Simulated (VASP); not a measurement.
# WS2 in VASP: notebook

WS2 is run at these levels: PBEsol; tasks: single point.

All numbers are computed with VASP 6.6.1; they aren't measurements. Logs are shortened: lines on timing, memory, paths and dates and some standing lists are left out, and cuts for length are marked.

**1. The cell of the first run**

The cell holds a slab with vacuum, 3 atoms: a = 3.140 Å, b = 3.140 Å, c = 16.721 Å, α = 90.00°, β = 90.00°, γ = 120.00°.

**2. Single point, PBEsol (volume scaled by 0.96)**

Input file INCAR:

```
PREC = Accurate
ENCUT = 520
EDIFF = 1E-7
ISMEAR = -1
SIGMA = 0.05
LREAL = F
LASPH = T
NELM = 80
ALGO = Normal
ISIF = 2
LWAVE = F
LCHARG = T
GGA = PS
LELF = T
LVHAR = T
NBANDS = 20
```

Input file KPOINTS:

```
regular mesh
0
Gamma
  10 10 2
```

Input file POSCAR:

```
WS2
1.0
    3.1404905896      0.0000000000      0.0000000000
   -1.5702452948      2.7197446309      0.0000000000
    0.0000000000      0.0000000000     16.7214879437
W S
1 2
Direct
    0.0000000000      0.0000000000      0.0000000000
    0.3333333333      0.6666666667      0.0920005100
    0.3333333333      0.6666666667      0.9079994900
```

Potentials or basis: VASP PAW PBE potentials, release 64 (W_sv, S).

Command:

```console
$ cat potpaw_PBE.64/W_sv/POTCAR potpaw_PBE.64/S/POTCAR > POTCAR
$ mpirun -np 1 vasp_std > vasp.out
```

OUTCAR:

```text
PREC = Accurate
   ENCUT = 520
   EDIFF = 1E-7
   ISMEAR = -1
   LREAL = F
   LASPH = T
   NELM = 80
   ISIF = 2
   GGA = PS

 ion  position               nearest neighbor table
   1  0.000  0.000  0.000-   2 2.38   3 2.38   2 2.38   3 2.38   2 2.38   3 2.38
   2  0.333  0.667  0.092-   1 2.38   1 2.38   1 2.38
   3  0.333  0.667  0.908-   1 2.38   1 2.38   1 2.38

  LATTYP: Found a hexagonal cell.
 ALAT       =     3.1404905896
 C/A-ratio  =     5.3244827414

  Lattice vectors:

 A1 = (   3.1404905896,   0.0000000000,   0.0000000000)
 A2 = (  -1.5702452948,   2.7197446309,   0.0000000000)
 A3 = (   0.0000000000,   0.0000000000,  16.7214879437)

Analysis of symmetry for initial positions (statically):
=====================================================================
 Subroutine PRICEL returns:
 Original cell was already a primitive cell.

 Routine SETGRP: Setting up the symmetry group for a
 hexagonal supercell.

 Subroutine GETGRP returns: Found 12 space group operations
 (whereof 12 operations were pure point group operations)
 out of a pool of 24 trial point group operations.

The static configuration has the point symmetry D_3h.

Analysis of symmetry for dynamics (positions and initial velocities):
=====================================================================
 Subroutine PRICEL returns:
 Original cell was already a primitive cell.

 Routine SETGRP: Setting up the symmetry group for a
 hexagonal supercell.

 Subroutine GETGRP returns: Found 12 space group operations
 (whereof 12 operations were pure point group operations)
 out of a pool of 24 trial point group operations.

The dynamic configuration has the point symmetry D_3h.

 Subroutine INISYM returns: Found 12 space group operations
 (whereof 12 operations are pure point group operations),
 and found     1 'primitive' translations

----------------------------------------------------------------------------------------

                                     Primitive cell

  volume of cell :     142.8238

  direct lattice vectors                    reciprocal lattice vectors
     3.140490590  0.000000000  0.000000000     0.318421588  0.183840789  0.000000000
    -1.570245295  2.719744631  0.000000000     0.000000000  0.367681579  0.000000000
     0.000000000  0.000000000 16.721487944     0.000000000  0.000000000  0.059803290

  length of vectors
     3.140490590  3.140490590 16.721487944     0.367681579  0.367681579  0.059803290

  position of ions in fractional coordinates (direct lattice)
     0.000000000  0.000000000  0.000000000
     0.333333333  0.666666667  0.092000510
     0.333333333  0.666666667  0.907999490

  ion indices of the primitive-cell ions
   primitive index   ion index
                 1           1
                 2           2
                 3           3

----------------------------------------------------------------------------------------

 KPOINTS: regular mesh

Automatic generation of k-mesh.
 Grid dimensions read from file:
 generate k-points for:   10   10    2

 Generating k-lattice:

  Cartesian coordinates                     Fractional coordinates (reciprocal lattice)
     0.031842159  0.018384079  0.000000000     0.100000000  0.000000000  0.000000000
     0.000000000  0.036768158  0.000000000     0.000000000  0.100000000  0.000000000
     0.000000000  0.000000000  0.029901645     0.000000000  0.000000000  0.500000000

  Length of vectors
     0.036768158  0.036768158  0.029901645

  Shift w.r.t. Gamma in fractional coordinates (k-lattice)
     0.000000000  0.000000000  0.000000000

 Subroutine IBZKPT returns following result:
 ===========================================

 Found     28 irreducible k-points:

 Following reciprocal coordinates:
            Coordinates               Weight
  0.000000  0.000000  0.000000      1.000000
  0.100000  0.000000  0.000000      6.000000
  0.200000  0.000000  0.000000      6.000000
  0.300000  0.000000  0.000000      6.000000
  0.400000  0.000000  0.000000      6.000000
  0.500000  0.000000  0.000000      3.000000
[... 16 lines left out ...]
  0.300000  0.100000  0.500000     12.000000
  0.400000  0.100000  0.500000     12.000000
 [... further k-points ...]
   k-points           NKPTS =     28   k-points in BZ     NKDIM =     28   number of bands    NBANDS=     20
   number of dos      NEDOS =    301   number of ions     NIONS =      3
   total plane-waves  NPLWV =  72576
   dimension x,y,z NGX =    24 NGY =   24 NGZ =  126
   dimension x,y,z NGXF=    48 NGYF=   48 NGZF=  252
   ions per type =               1   2
   NGX,Y,Z   is equivalent  to a cutoff of  12.70, 12.70, 12.53 a.u.
   NGXF,Y,Z  is equivalent  to a cutoff of  25.41, 25.41, 25.05 a.u.
 SYSTEM =  unknown system
   PREC   = accura    normal or accurate (medium, high low for compatibility)
   ISTART =      0    job   : 0-new  1-cont  2-samecut
   ICHARG =      2    charge: 1-file 2-atom 10-const
   ISPIN  =      1    spin polarized calculation?
   LNONCOLLINEAR =      F non collinear calculations
   LSORBIT =      F    spin-orbit coupling
   LASPH  =      T    aspherical Exc in radial PAW
   ENCUT  =  520.0 eV  38.22 Ry    6.18 a.u.   5.84  5.84 31.09*2*pi/ulx,y,z
   NELM   =     80;   NELMIN=  2; NELMDL= -5     # of ELM steps
   EDIFF  = 0.1E-06   stopping-criterion for ELM
   LREAL  =      F    real-space projection
   EDIFFG = 0.1E-05   stopping-criterion for IOM
   NSW    =      0    number of steps for IOM
   IBRION =     -1    ionic relax: 0-MD 1-quasi-New 2-CG
   NFREE  =      0    steps in history (QN), initial steepest desc. (CG)
   ISIF   =      2    stress and relaxation
   ISYM   =      2    0-nonsym 1-usesym 2-fastsym
   POTIM  = 0.5000    time-step for ionic-motion
   TEBEG  =    0.0;   TEEND  =   0.0 temperature during run
   PSTRESS=    0.0 pullay stress
   NELECT =      26.0000    total number of electrons
   NUPDOWN=      -1.0000    fix difference up-down
   EMIN   =  10.00;   EMAX   =-10.00  energy-range for DOS
   EFERMI =   0.00;   METHOD = LEGACY
   ISMEAR =    -1;   SIGMA  =   0.05  broadening in eV -4-tet -1-fermi 0-gaus
   EFERMI_NEDOS =   21; number of points for ismear=-14 and -15
   IALGO  =     38    algorithm
   IMIX   =      4    mixing-type and parameters
     AMIX     =   0.40;   BMIX     =  1.00
     AMIX_MAG =   1.60;   BMIX_MAG =  1.00
  volume/ion in A,a.u.               =      47.61       321.27
  Fermi-wavevector in a.u.,A,eV,Ry     =   0.927824  1.753334 11.712684  0.860858
  Thomas-Fermi vector in A             =   2.053935
   LORBIT       =      0    0 simple, 1 ext, 2 COOP (PROOUT), +10 PAW based schemes
   GGA     = PS    functional components
   LHFCALC =     F    Hartree Fock is set to
   AEXX    =    0.0000 exact exchange contribution
   IVDW    =     0    specifies the selected vdW correction
   LEPSILON=     F    determine dielectric tensor
   LRPA    =     F    only Hartree local field effects (RPA)
 non-spin polarized calculation
  energy-cutoff  :      520.00
  volume of cell :      142.82
 maximum number of plane-waves:      3872
 NGX is ok and might be reduce to    24
   NGX = 11   NGY = 11   NGZ = 63

 number of electron      25.9999996 magnetization

 Free energy of the ion-electron system (eV)
  ---------------------------------------------------
  ext. energy  EPLUGINS =         0.00000000
  ---------------------------------------------------
  free energy    TOTEN  =       -25.22808325 eV

  energy without entropy =      -25.22808325  energy(sigma->0) =      -25.22808325

 E-fermi :  -0.0636     XC(G=0):  -4.6452

 val. band max:       -1.1223099606   @ k =   0.0000   0.0000   0.5000
 cond. band min:       0.9935611049   @ k =   0.3000   0.3000   0.5000
 fundamental gap:      2.1158710655
 Fermi energy:        -0.0635915209

 k-point     1 :       0.0000    0.0000    0.0000
  band No.  band energies     occupation
      1     -74.9507      2.00000
      2     -39.2492      2.00000
      3     -39.0561      2.00000
      4     -39.0561      2.00000
      5     -16.1155      2.00000
      6     -14.2945      2.00000
[... 12 lines left out ...]
     19       4.4946      0.00000
     20       4.5538      0.00000

 k-point     2 :       0.1000    0.0000    0.0000
  band No.  band energies     occupation
      1     -74.9487      2.00000
      2     -39.2421      2.00000
      3     -39.0948      2.00000
      4     -39.0650      2.00000
      5     -15.9385      2.00000
      6     -14.2347      2.00000
[... 12 lines left out ...]
     19       4.6955      0.00000
     20       5.1818      0.00000

 k-point     3 :       0.2000    0.0000    0.0000
  band No.  band energies     occupation
      1     -74.9435      2.00000
      2     -39.2235      2.00000
      3     -39.1951      2.00000
      4     -39.0883      2.00000
      5     -15.4468      2.00000
      6     -14.0694      2.00000
[... 12 lines left out ...]
     19       5.2635      0.00000
     20       6.1760      0.00000

 k-point     4 :       0.3000    0.0000    0.0000
  band No.  band energies     occupation
      1     -74.9371      2.00000
      2     -39.3166      2.00000
      3     -39.2005      2.00000
      4     -39.1169      2.00000
      5     -14.7608      2.00000
      6     -13.8441      2.00000
[... 12 lines left out ...]
     19       6.0316      0.00000
     20       6.4405      0.00000

 k-point     5 :       0.4000    0.0000    0.0000
  band No.  band energies     occupation
      1     -74.9319      2.00000
      2     -39.4132      2.00000
      3     -39.1817      2.00000
      4     -39.1399      2.00000
      5     -14.1046      2.00000
      6     -13.6396      2.00000
[... 12 lines left out ...]
     19       6.4476      0.00000
     20       6.6473      0.00000
[... 353 lines left out ...]
      6     -14.1217      2.00000
[... 12 lines left out ...]
     19       5.0166      0.00000
     20       6.2930      0.00000

 k-point    22 :       0.2000    0.1000    0.5000
  band No.  band energies     occupation
      1     -74.9393      2.00000
      2     -39.2656      2.00000
      3     -39.2084      2.00000
      4     -39.1166      2.00000
      5     -15.0108      2.00000
      6     -13.9229      2.00000
[... 12 lines left out ...]
     19       5.7021      0.00000
     20       6.9505      0.00000

 k-point    23 :       0.3000    0.1000    0.5000
  band No.  band energies     occupation
      1     -74.9335      2.00000
      2     -39.3675      2.00000
      3     -39.1875      2.00000
      4     -39.1495      2.00000
      5     -14.3249      2.00000
      6     -13.6987      2.00000
[... 12 lines left out ...]
     19       6.5107      0.00000
     20       6.5992      0.00000

 k-point    24 :       0.4000    0.1000    0.5000
  band No.  band energies     occupation
      1     -74.9299      2.00000
      2     -39.4295      2.00000
      3     -39.1745      2.00000
      4     -39.1698      2.00000
      5     -13.8265      2.00000
      6     -13.5434      2.00000
[... 12 lines left out ...]
     19       7.2268      0.00000
     20       7.2403      0.00000

 [... further k-points ...]
[... 5 lines left out ...]
  --------------------------------------------------------------------------------------
  -------------------------------------------------------------------------------------
  Total        0.9615310      0.9615310      2.0289807      0.0000000     -0.0000000      0.0000000
  in kB       10.7863211     10.7863211     22.7608229      0.0000000     -0.0000000      0.0000000
  external PRESSURE =      14.7778217 kB  Pullay stress =       0.0000000 kB

 VOLUME and BASIS-vectors are now :
 -----------------------------------------------------------------------------
  energy-cutoff  :      520.00
  volume of cell :      142.82
      direct lattice vectors                 reciprocal lattice vectors
     3.140490590  0.000000000  0.000000000     0.318421588  0.183840789  0.000000000
    -1.570245295  2.719744631  0.000000000     0.000000000  0.367681579  0.000000000
     0.000000000  0.000000000 16.721487944     0.000000000  0.000000000  0.059803290

 POSITION                                       TOTAL-FORCE (eV/Angst)
 -----------------------------------------------------------------------------------
      0.00000      0.00000      0.00000         0.000000      0.000000      0.000000
     -0.00000      1.81316      1.53839        -0.000000      0.000000      0.668534
     -0.00000      1.81316     15.18310        -0.000000      0.000000     -0.668534
 -----------------------------------------------------------------------------------
    total drift:                                0.000000     -0.000000     -0.000000

  FREE ENERGIE OF THE ION-ELECTRON SYSTEM (eV)
  ---------------------------------------------------
  free  energy   TOTEN  =       -25.2280832505 eV

  energy  without entropy=      -25.2280832504  energy(sigma->0) =      -25.22808325
```

Wall time 90 s (1 thread of Intel Xeon Platinum 8375C at 2.90GHz (Ice Lake), shared host); peak memory 0.28 GiB.

Results:

```yaml
Free_energy: -25.2281 eV
Largest_force: 0.669 eV/Å
Band_gap_on_the_k_mesh: 2.12 eV, indirect (least direct gap 2.27 eV)
```

Forces on the atoms (eV/Å):
```
W    0.000  0.000  0.000
S    0.000  0.000  0.669
S    0.000  0.000 -0.669
```

Caveat: the PAW data sets were made with another functional, which shifts forces and pressure a little; spin-orbit coupling is left out, which moves the levels of the heavy elements.

**3. Single point, PBEsol (volume scaled by 1.02)**

Input file INCAR:

```
SYSTEM = WS2
  PREC = Accurate
  ENCUT = 520
  EDIFF = 1E-6
  ISMEAR = -1
  SIGMA = 0.05
  LREAL = .FALSE.
  LASPH = .TRUE.
  NELM = 60
  ALGO = Normal
  ISIF = 2
  LWAVE = .FALSE.
  LCHARG = .FALSE.
  GGA = PS
  NBANDS = 20
```

Input file KPOINTS:

```
regular mesh
0
G
  10 10 2
  0 0 0
```

Input file POSCAR:

```
WS2
1.0
    3.2045998594      0.0000000000      0.0000000000
   -1.6022999297      2.7752648871      0.0000000000
    0.0000000000      0.0000000000     17.0628366442
W S
1 2
Direct
    0.0000000000      0.0000000000      0.0000000000
    0.3333333333      0.6666666667      0.0920005100
    0.3333333333      0.6666666667      0.9079994900
```

Potentials or basis: VASP PAW PBE potentials, release 64 (W_sv, S).

Command:

```console
$ cat potpaw_PBE.64/W_sv/POTCAR potpaw_PBE.64/S/POTCAR > POTCAR
$ mpirun -np 1 vasp_std > vasp.out
```

It took 77 s on 1 thread of Intel Xeon Platinum 8375C at 2.90GHz (Ice Lake), shared host; peak memory 0.28 GiB.

The run converged. Its results:

* Free energy: -25.2066 eV
* Largest force: 0.448 eV/Å
* Band gap on the k mesh: 1.94 eV, indirect (least direct gap 2.09 eV)

Forces on the atoms (eV/Å):
```
W    0.000  0.000  0.000
S    0.000  0.000 -0.448
S    0.000  0.000  0.448
```

Levels at points of the mesh, in eV from the valence-band top:
| k point | band 10 | band 11 | band 12 | band 13 | band 14 | band 15 | band 16 | band 17 |
| --- | --- | --- | --- | --- | --- | --- | --- | --- |
| (0.00, 0.00, 0.00) | -2.04 | -1.62 | -1.62 | 0.00 | 2.83 | 2.83 | 3.00 | 3.00 |
| (0.50, 0.00, 0.00) | -3.38 | -2.08 | -1.28 | -0.91 | 2.76 | 3.21 | 3.99 | 4.66 |
| (0.00, 0.00, 0.50) | -2.04 | -1.62 | -1.62 | 0.00 | 2.83 | 2.83 | 3.00 | 3.00 |
| (0.50, 0.00, 0.50) | -3.38 | -2.08 | -1.28 | -0.91 | 2.76 | 3.21 | 3.99 | 4.66 |

Caveat: the PAW data sets were made with another functional, which shifts forces and pressure a little; spin-orbit coupling is left out, which moves the levels of the heavy elements.

**4. Single point, PBEsol (volume scaled by 1.06)**

Input file INCAR:

```
SYSTEM = WS2
PREC = Accurate ; ENCUT = 520
EDIFF = 1E-6 ; ISMEAR = -1
SIGMA = 0.05 ; LREAL = .FALSE.
LASPH = .TRUE. ; NELM = 100
ALGO = Normal ; ISIF = 2
LWAVE = .FALSE. ; LCHARG = .FALSE.
GGA = PS ; NBANDS = 20
```

KPOINTS is that of step 3.

Input file POSCAR:

```
WS2
1.0
    3.2459540962      0.0000000000      0.0000000000
   -1.6229770481      2.8110787067      0.0000000000
    0.0000000000      0.0000000000     17.2830265641
W S
1 2
Direct
    0.0000000000      0.0000000000      0.0000000000
    0.3333333333      0.6666666667      0.0920005100
    0.3333333333      0.6666666667      0.9079994900
```

Command:

```console
$ cat potpaw_PBE.64/W_sv/POTCAR potpaw_PBE.64/S/POTCAR > POTCAR
$ mpirun -np 1 vasp_std > vasp.out
```

Run time: 80 s. Hardware: 1 thread of Intel Xeon Platinum 8375C at 2.90GHz (Ice Lake), shared host; peak memory 0.3 GiB.

The run converged. Its results:

```
Free energy            : -25.0942 eV
Largest force          : 1.059 eV/Å
Band gap on the k mesh : 1.83 eV, indirect (least direct gap 1.99 eV)
```

Forces in eV/Å, atoms in the order of the input:
```
W    0.000  0.000  0.000
S    0.000  0.000 -1.059
S    0.000  0.000  1.059
```

Levels at points of the mesh, in eV from the valence-band top:
| k point | band 9 | band 10 | band 11 | band 12 | band 13 | band 14 | band 15 | band 16 | band 17 | band 18 |
| --- | --- | --- | --- | --- | --- | --- | --- | --- | --- | --- |
| (0.00, 0.00, 0.00) | -2.74 | -2.00 | -1.60 | -1.60 | 0.00 | 2.70 | 2.70 | 2.82 | 2.82 | 4.72 |
| (0.50, 0.00, 0.00) | -4.24 | -3.27 | -2.06 | -1.30 | -0.89 | 2.59 | 3.03 | 3.85 | 4.42 | 4.89 |
| (0.00, 0.00, 0.50) | -2.74 | -2.00 | -1.60 | -1.60 | 0.00 | 2.70 | 2.70 | 2.82 | 2.82 | 4.73 |
| (0.50, 0.00, 0.50) | -4.24 | -3.27 | -2.06 | -1.30 | -0.89 | 2.59 | 3.03 | 3.85 | 4.42 | 4.89 |

Caveat: the PAW data sets were made with another functional, which shifts forces and pressure a little; spin-orbit coupling is left out, which moves the levels of the heavy elements.

**5. Summary**

| cell | gap on the mesh (eV) | largest force (eV/Å) |
| --- | --- | --- |
| a = 3.140, b = 3.140, c = 16.721 Å, angles 90.0, 90.0, 120.0°, 3 atoms | 2.12 | 0.67 |
| a = 3.205, b = 3.205, c = 17.063 Å, angles 90.0, 90.0, 120.0°, 3 atoms | 1.94 | 0.45 |
| a = 3.246, b = 3.246, c = 17.283 Å, angles 90.0, 90.0, 120.0°, 3 atoms | 1.83 | 1.06 |

Alike in all rows: task single point; level PBEsol; potentials or basis VASP PAW PBE potentials, release 64 (W_sv, S); no spin polarisation; k mesh 10 × 10 × 2; cutoff (eV) 520; smearing fermi-dirac 0.05 eV.

Caveats: the PAW data sets were made with another functional, which shifts forces and pressure a little; spin-orbit coupling is left out, which moves the levels of the heavy elements.

Absolute energies hang on the potentials; compare differences alone.
